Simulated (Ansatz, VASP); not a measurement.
This is a calculation of CoCl2O2 for VASP 6.6.1.

The input INCAR:

```
PREC = Accurate ; ENCUT = 520
EDIFF = 1E-6 ; ISMEAR = -1
SIGMA = 0.05 ; LREAL = F
LASPH = T ; NELM = 150
ALGO = Normal ; ISIF = 2
LWAVE = F ; LCHARG = T
ISPIN = 2 ; MAGMOM = 2 0 0 0 0
LORBIT = 11 ; NUPDOWN = 2.0
LMAXMIX = 4 ; GGA = PE
LELF = T ; LVHAR = T
NBANDS = 30
```

KPOINTS

```
regular mesh
0
Gamma
  4 4 7
```

The input POSCAR:

```
CoCl2O2
1.0
    3.5808710000     -3.9269530000      0.0000000000
    3.5808710000      3.9269530000      0.0000000000
   -0.4203970000      0.0000000000      3.4576140000
Co Cl O
1 2 2
Direct
    0.0000000000      0.0000000000      0.0000000000
    0.7655230000      0.7655230000      0.4279410000
    0.2344770000      0.2344770000      0.5720590000
    0.7918370000      0.2081630000      0.0000000000
    0.2081630000      0.7918370000      0.0000000000
```

Potentials or basis: VASP PAW PBE potentials, release 64 (Co, Cl, O).

Launch:

```bash
$ cat potpaw_PBE.64/Co/POTCAR potpaw_PBE.64/Cl/POTCAR potpaw_PBE.64/O/POTCAR > POTCAR
$ mpirun -np 1 vasp_std > vasp.out
```

Task: Translate it to Ansatz 0.2.0. Potentials there: Ansatz PAW.

Result: As run (the cutoff follows the program's own potentials):

input.yaml

```yaml
crystal:
  lattice:
    - [3.580871, -3.926953, 0.0]
    - [3.580871, 3.926953, 0.0]
    - [-0.420397, 0.0, 3.457614]
  atoms:
    - { symbol: Co, position: [0.0, 0.0, 0.0], spin: 2.0 }
    - { symbol: Cl, position: [0.765523, 0.765523, 0.427941] }
    - { symbol: Cl, position: [0.234477, 0.234477, 0.572059] }
    - { symbol: O, position: [0.791837, 0.208163, 0.0] }
    - { symbol: O, position: [0.208163, 0.791837, 0.0] }
hamiltonian:
  xc: pbe
  pseudopotentials: { kind: paw }
magnetization:
  spin_polarized: true
  initial_magnetization: 2.0
  spin_locking: { lock_magnetization: hard }
kpoints:
  mp_grid: { grid: [4, 4, 7] }
scf:
  occupations: { method: fermi_dirac, width: 0.05 }
  lower_state_search: "off"
output:
  forces: true
  stress: true
  eigenvalues: true
```

Potentials or basis: Ansatz PAW.

Launch:

```bash
$ ansatz run input.yaml --threads 2 --pin off --max-ram 5632MiB --backend cpu --events-out ev --progress --plain --runs-dir out
```

Both were run:

|  | VASP | Ansatz | Ansatz less VASP |
| --- | --- | --- | --- |
| pressure (GPa) | -0.3 | -0.3 | +0.05 |
| traceless stress, the component that is largest in VASP (GPa) | 2.37 | 1.81 | -0.554 |
| rms of the force components (eV/Å) | 0.172 | 0.136 | -0.0355 |
| net moment per atom (μB) | 0.40 | 0.40 | 0.000 |
| size of the moment on the site where the two differ most (μB) | 0.97 | 0.93 | -0.045 |

Site moments also hang on the region over which each program counts them. Atom by atom the forces differ by 0.039 eV/Å (rms over components). VASP's potentials hold 35 valence electrons a cell and Ansatz's 43, so a difference there can come from the potentials and not from the codes.
